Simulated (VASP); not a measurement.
# C (P6_3/mmc) in VASP: a series of runs, part 2 of 2

VASP 6.6.1.

### 3 Single point, PBEsol

This run uses another cell than the first one, of 8.63 Å³/atom.

INCAR reads:

```
SYSTEM = C
ALGO = Normal
EDIFF = 1E-6
ENCUT = 600
GGA = PS
GGA_COMPAT = .FALSE.
ISIF = 2
ISMEAR = 0
LASPH = .TRUE.
LCHARG = .TRUE.
LELF = .TRUE.
LREAL = .FALSE.
LVHAR = .TRUE.
LWAVE = .FALSE.
NBANDS = 16
NELM = 120
PREC = Accurate
SIGMA = 0.01
```

KPOINTS reads:

```
k-points
0
G
  10 10 4
  0 0 0
```

POSCAR reads:

```
C
1.0
    2.4545482612      0.0000000000      0.0000000000
   -1.2272741306      2.1257011491      0.0000000000
    0.0000000000      0.0000000000      6.6175372803
C
4
Direct
    0.0000000000      0.0000000000      0.0025000000
    0.0000000000      0.0000000000      0.5025000000
    0.3333333333      0.6666666667      0.0025000000
    0.6666666667      0.3333333333      0.5025000000
```

Potentials or basis: VASP PAW PBE potentials, release 64 (C).

Started as:

```sh
cat potpaw_PBE.64/C/POTCAR > POTCAR
mpirun -np 1 vasp_std > vasp.out
```

OUTCAR:

```text
SYSTEM = C
   EDIFF = 1E-6
   ENCUT = 600
   GGA = PS
   ISIF = 2
   ISMEAR = 0
   LASPH = .TRUE.
   LREAL = .FALSE.
   NELM = 120
   PREC = Accurate

 ion  position               nearest neighbor table
   1  0.000  0.000  0.002-   3 1.42   3 1.42   3 1.42
   2  0.000  0.000  0.502-   4 1.42   4 1.42   4 1.42
   3  0.333  0.667  0.002-   1 1.42   1 1.42   1 1.42
   4  0.667  0.333  0.502-   2 1.42   2 1.42   2 1.42

  LATTYP: Found a hexagonal cell.
[... 656 lines left out ...]

  FORCE on cell =-STRESS in cart. coord.  units (eV):
  Direction    XX          YY          ZZ          XY          YZ          ZX
  --------------------------------------------------------------------------------------
  -------------------------------------------------------------------------------------
  Total        0.5506540      0.5506540      0.3602275      0.0000000     -0.0000000     -0.0000000
  in kB       25.5516650     25.5516650     16.7154187      0.0000000     -0.0000000     -0.0000000
  external PRESSURE =      22.6062496 kB  Pullay stress =       0.0000000 kB

 VOLUME and BASIS-vectors are now :
 -----------------------------------------------------------------------------
  energy-cutoff  :      600.00
  volume of cell :       34.53
      direct lattice vectors                 reciprocal lattice vectors
     2.454548261  0.000000000  0.000000000     0.407406942  0.235216507  0.000000000
    -1.227274131  2.125701149  0.000000000     0.000000000  0.470433015  0.000000000
     0.000000000  0.000000000  6.617537280     0.000000000  0.000000000  0.151113618

 POSITION                                       TOTAL-FORCE (eV/Angst)
 -----------------------------------------------------------------------------------
      0.00000      0.00000      0.01654        -0.000000      0.000000     -0.000000
      0.00000      0.00000      3.32531         0.000000     -0.000000     -0.000000
     -0.00000      1.41713      0.01654        -0.000000      0.000000      0.000000
      1.22727      0.70857      3.32531         0.000000     -0.000000      0.000000
 -----------------------------------------------------------------------------------
    total drift:                                0.000000      0.000000     -0.000011

  FREE ENERGIE OF THE ION-ELECTRON SYSTEM (eV)
  ---------------------------------------------------
  free  energy   TOTEN  =       -38.5777720625 eV

  energy  without entropy=      -38.5777720625  energy(sigma->0) =      -38.57777206
```

OSZICAR:

```text
N       E                     dE             d eps       ncg     rms          rms(c)
DAV:   1     0.360257918151E+02    0.36026E+02   -0.87781E+03  1344   0.106E+03
DAV:   2    -0.380418920819E+02   -0.74068E+02   -0.67003E+02  1928   0.198E+02
DAV:   3    -0.409617547538E+02   -0.29199E+01   -0.29060E+01  1784   0.362E+01
DAV:   4    -0.409848780609E+02   -0.23123E-01   -0.23116E-01  1640   0.386E+00
DAV:   5    -0.409852291908E+02   -0.35113E-03   -0.35111E-03  1744   0.453E-01    0.910E+00
DAV:   6    -0.391497240200E+02    0.18355E+01   -0.12000E+00  1576   0.701E+00    0.526E+00
DAV:   7    -0.385736423127E+02    0.57608E+00   -0.14534E+00  1600   0.783E+00    0.137E+00
DAV:   8    -0.385791874530E+02   -0.55451E-02   -0.74074E-02  1536   0.164E+00    0.305E-01
DAV:   9    -0.385776565745E+02    0.15309E-02   -0.22832E-03  1728   0.332E-01    0.894E-02
DAV:  10    -0.385777825673E+02   -0.12599E-03   -0.49707E-04  1512   0.144E-01    0.677E-02
DAV:  11    -0.385777714144E+02    0.11153E-04   -0.33970E-05  1704   0.393E-02    0.435E-03
DAV:  12    -0.385777720625E+02   -0.64814E-06   -0.11040E-06  1480   0.702E-03
   1 F= -.38577772E+02 E0= -.38577772E+02  d E =-.614315E-15
```

stdout:

```text
POSCAR found type information on POSCAR C
 POSCAR found :  1 types and       4 ions
 scaLAPACK will be used
 -----------------------------------------------------------------------------
|                                                                             |
|                                                                             |
|     You enforced a specific xc type in the INCAR file but a different       |
|     I HOPE YOU KNOW WHAT YOU ARE DOING!                                     |
|                                                                             |
 -----------------------------------------------------------------------------

 LDA part: xc-table for (Slater+PW92), standard interpolation
 POSCAR, INCAR and KPOINTS ok, starting setup
 FFT: planning ... GRIDC
 FFT: planning ... GRID_SOFT
 FFT: planning ... GRID
 WAVECAR not read
 entering main loop
```

Run time: 17 s. Hardware: 1 thread of Intel Xeon Platinum 8488C (Sapphire Rapids), shared host; peak memory 0.15 GiB.

What came out:

```yaml
Free_energy: -38.5778 eV
Pressure: 2.3 GPa
```

Stress tensor (GPa, compression positive):
```
2.56 0.00 0.00
0.00 2.56 0.00
0.00 0.00 1.67
```

Caveat: this functional lacks dispersion, which binds the layers, so the pressure and a relaxed spacing across them are unreliable; the PAW data sets were made with another functional, which shifts forces and pressure a little.

### 4 Single point, PBEsol

This run uses another cell than the first one, of 9.54 Å³/atom.

INCAR reads:

```
SYSTEM = C
PREC = Accurate ; ENCUT = 600
EDIFF = 1E-6 ; ISMEAR = 0
SIGMA = 0.01 ; LREAL = .FALSE.
LASPH = .TRUE. ; NELM = 120
ALGO = Normal ; ISIF = 2
LWAVE = .FALSE. ; LCHARG = .FALSE.
GGA = PS ; NBANDS = 16
GGA_COMPAT = .FALSE.
```

KPOINTS reads:

```
Automatic mesh
0
G
  10 10 4
  0 0 0
```

POSCAR reads:

```
C
1.0
    2.4588354590      0.0000000000      0.0000000000
   -1.2294177295      2.1294139712      0.0000000000
    0.0000000000      0.0000000000      7.2856777555
C
4
Direct
    0.0000000000      0.0000000000      0.0025001780
    0.0000000000      0.0000000000      0.5025001780
    0.3333333333      0.6666666667      0.0024998220
    0.6666666667      0.3333333333      0.5024998220
```

Started as:

```sh
cat potpaw_PBE.64/C/POTCAR > POTCAR
mpirun -np 1 vasp_std > vasp.out
```

Run time: 19 s. Hardware: 1 thread of Intel Xeon Platinum 8488C (Sapphire Rapids), shared host; peak memory 0.16 GiB.

The run converged. Its results:

```yaml
Free_energy: -38.5973 eV
Pressure: 0.2 GPa
```

Stress tensor (GPa, compression positive):
```
 0.45  0.00  0.00
 0.00  0.45  0.00
 0.00  0.00 -0.22
```

Caveat: this functional lacks dispersion, which binds the layers, so the pressure and a relaxed spacing across them are unreliable; the PAW data sets were made with another functional, which shifts forces and pressure a little.

### 5 Overview

| cell | pressure (GPa) |
| --- | --- |
| a = 2.451, b = 2.451, c = 6.341 Å, angles 90.0, 90.0, 120.0°, 4 atoms | 4.3 |
| a = 2.455, b = 2.455, c = 6.618 Å, angles 90.0, 90.0, 120.0°, 4 atoms | 2.3 |
| a = 2.459, b = 2.459, c = 7.286 Å, angles 90.0, 90.0, 120.0°, 4 atoms | 0.2 |

Alike in all rows: task single point; level PBEsol; potentials or basis VASP PAW PBE potentials, release 64 (C); no spin polarisation; k mesh 10 × 10 × 4; cutoff (eV) 600; smearing gaussian 0.01 eV.

Caveats: this functional lacks dispersion, which binds the layers, so the pressure and a relaxed spacing across them are unreliable; the PAW data sets were made with another functional, which shifts forces and pressure a little; the cell stands under pressure (at least some runs).

Absolute energies hang on the potentials; compare differences alone.
